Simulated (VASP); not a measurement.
Here is a VASP 6.6.1 calculation.

File INCAR:

```
PREC = Accurate
ENCUT = 520
EDIFF = 1E-6
ISMEAR = 0
SIGMA = 0.1
LREAL = F
LASPH = T
NELM = 80
ALGO = Fast
ISIF = 2
LWAVE = F
LCHARG = T
GGA = PE
LELF = T
LVHAR = T
NBANDS = 21
```

The input KPOINTS:

```
Automatic mesh
0
Gamma
  4 8 8
```

The input POSCAR:

```
Al3Si2I
1.0
    8.2724298764      0.0000000000      0.0000000000
    0.0000000000      2.1063742864      3.7071387083
    0.0000000000     -2.1063742864      3.7071387083
Al Si I
3 2 1
Direct
    0.0000000000      0.2144580883      0.2144580883
    0.8079099951      0.8788955013      0.8788955013
    0.1920900049      0.8788955013      0.8788955013
    0.1433722850      0.5442672239      0.5442672239
    0.8566277150      0.5442672239      0.5442672239
    0.5000000000      0.7651806713      0.7651806713
```

Potentials or basis: VASP PAW PBE potentials, release 64 (Al, Si, I).

Launch:

```sh
$ cat potpaw_PBE.64/Al/POTCAR potpaw_PBE.64/Si/POTCAR potpaw_PBE.64/I/POTCAR > POTCAR
$ mpirun -np 1 vasp_std > vasp.out
```

Question: What does it give for the pressure?

Answer: 5.2 GPa.

Question: Predict the band gap on the k mesh.

Answer: Zero (bands 12 and 13 overlap by 1.37 eV).

Forces on the atoms (eV/Å):
```
Al   0.000  0.000  0.000
Al   0.000  0.000  0.001
Al   0.000  0.000  0.001
Si  -0.007  0.000 -0.001
Si   0.007  0.000 -0.001
I    0.000  0.000  0.001
```

Caveat: the cell stands under pressure; spin-orbit coupling is left out, which moves the levels of the heavy elements.
